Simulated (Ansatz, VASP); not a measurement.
## MgCd3O4: VASP beside Ansatz

Contents of INCAR:

```
ALGO = Normal ; EDIFF = 1E-6
EDIFFG = -0.01 ; ENCUT = 600
GGA = PE ; IBRION = 2
ISIF = 3 ; ISMEAR = 0
LASPH = T ; LCHARG = F
LREAL = F ; LWAVE = F
NELM = 80 ; NSW = 100
PREC = Accurate ; SIGMA = 0.1
```

Contents of KPOINTS:

```
k-points
0
Gamma
  12 12 4
```

The input POSCAR:

```
MgCd3O4
1.0
    3.3087398172      0.0000000000      0.0000000000
    0.0000000000      3.3087398172      0.0000000000
    0.0000000000      0.0000000000      9.3285202108
Mg Cd O
1 3 4
Direct
    0.5000000000      0.5000000000      0.0000000000
    0.0000000000      0.0000000000      0.7566396898
    0.0000000000      0.0000000000      0.2433603102
    0.5000000000      0.5000000000      0.5000000000
    0.0000000000      0.0000000000      0.0000000000
    0.5000000000      0.5000000000      0.2320270433
    0.0000000000      0.0000000000      0.5000000000
    0.5000000000      0.5000000000      0.7679729567
```

Input for Ansatz:

```yaml
crystal:
  lattice:
    - [3.3087398172, 0.0, 0.0]
    - [0.0, 3.3087398172, 0.0]
    - [0.0, 0.0, 9.3285202108]
  atoms:
    - { symbol: Mg, position: [0.5, 0.5, 0.0] }
    - { symbol: Cd, position: [0.0, 0.0, 0.7566396898] }
    - { symbol: Cd, position: [0.0, 0.0, 0.2433603102] }
    - { symbol: Cd, position: [0.5, 0.5, 0.5] }
    - { symbol: O, position: [0.0, 0.0, 0.0] }
    - { symbol: O, position: [0.5, 0.5, 0.2320270433] }
    - { symbol: O, position: [0.0, 0.0, 0.5] }
    - { symbol: O, position: [0.5, 0.5, 0.7679729567] }
basis:
  ecutwfc: 420
kpoints:
  mp_grid: { grid: [12, 12, 4] }
hamiltonian:
  xc: pbe
scf:
  occupations: { method: gaussian, width: 0.1 }
output:
  forces: true
  stress: true
  eigenvalues: true
  write_density: true
  write_potential: true
  elf: true
  volumetric_format: npy
relax:
  adjacent_minimum: "off"
  f_tol: 0.01
  max_steps: 80
  cell: { stress_tol: 0.05 }
```

Alike in both runs: task relaxation of cell and atoms; functional PBE; k mesh 12 × 12 × 4; occupations gaussian, width 0.1 eV; no spin polarisation.

|  | VASP | Ansatz |
| --- | --- | --- |
| version | VASP 6.6.1 | Ansatz 0.2.0 |
| potentials or method | VASP PAW PBE potentials, release 64 (Mg, Cd, O), cutoff 600 eV | scalar-relativistic, plane waves, PAW |
| valence electrons in the cell | 62 | 94 |

|  | VASP | Ansatz | Ansatz less VASP |
| --- | --- | --- | --- |
| gap on the k mesh at the Fermi level, each at its own relaxed structure (eV) | none | none | - |
| relaxed volume (Å³/atom) | 12.83 | 12.76 | -0.074 |
| relaxed length of the cell vector where the two differ most in proportion (Å) | 3.315 | 3.308 | -0.0074 |

A gap of «none» marks a metal or a gap that the smearing closes. VASP's potentials hold 62 valence electrons a cell and Ansatz's 94, so a difference there can come from the potentials and not from the codes.
